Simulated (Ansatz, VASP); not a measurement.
Sr in VASP and in Ansatz

Contents of INCAR:

```
SYSTEM = Sr
ALGO = Normal
EDIFF = 1E-6
ENCUT = 500
GGA = CA
GGA_COMPAT = .FALSE.
ISIF = 2
ISMEAR = 0
LASPH = .TRUE.
LCHARG = .FALSE.
LREAL = .FALSE.
LWAVE = .FALSE.
NBANDS = 11
NELM = 120
PREC = Accurate
SIGMA = 0.2
```

The input KPOINTS:

```
k-points
0
G
  9 9 9
  0 0 0
```

Contents of POSCAR:

```
Sr
1.0
    0.0000000000      2.9028949114      2.9028949114
    2.9028949114      0.0000000000      2.9028949114
    2.9028949114      2.9028949114      0.0000000000
Sr
1
Direct
    0.0000000000      0.0000000000      0.0000000000
```

Input for Ansatz:

```yaml
crystal:
  lattice:
    - [0.0, 2.9028949114, 2.9028949114]
    - [2.9028949114, 0.0, 2.9028949114]
    - [2.9028949114, 2.9028949114, 0.0]
  atoms:
    - { symbol: Sr, position: [0.0, 0.0, 0.0] }
hamiltonian:
  xc: lda
  pseudopotentials:
    kind: paw
    azcp:
      Sr: "pseudopotentials/Sr.paw.azcp"
basis:
  ecutwfc: 420
  fft_grid_basis: typed
kpoints:
  mp_grid: { grid: [9, 9, 9], shift: [0, 0, 0] }
magnetization:
  spin_polarized: false
scf:
  occupations: { method: gaussian, width: 0.2 }
  lower_state_search: "off"
output:
  stress: true
```

Alike in both runs: task single point; functional LDA; k mesh 9 × 9 × 9; occupations gaussian, width 0.2 eV; no spin polarisation.

|  | VASP | Ansatz |
| --- | --- | --- |
| version | VASP 6.6.1 | Ansatz 0.2.0 |
| potentials or method | VASP PAW LDA potentials, release 64 (Sr_sv), cutoff 500 eV | plane waves (420 eV) with PAW, scalar-relativistic |
| valence electrons in the cell | 10 | 10 |

|  | VASP | Ansatz | Ansatz less VASP |
| --- | --- | --- | --- |
| pressure (GPa) | 0.0 | 0.0 | +0.01 |

Ansatz warns that its potentials were made for another functional, while VASP's fit it. LDA's correlation is that of Perdew and Zunger in VASP and of Perdew and Wang (1992) in Ansatz.
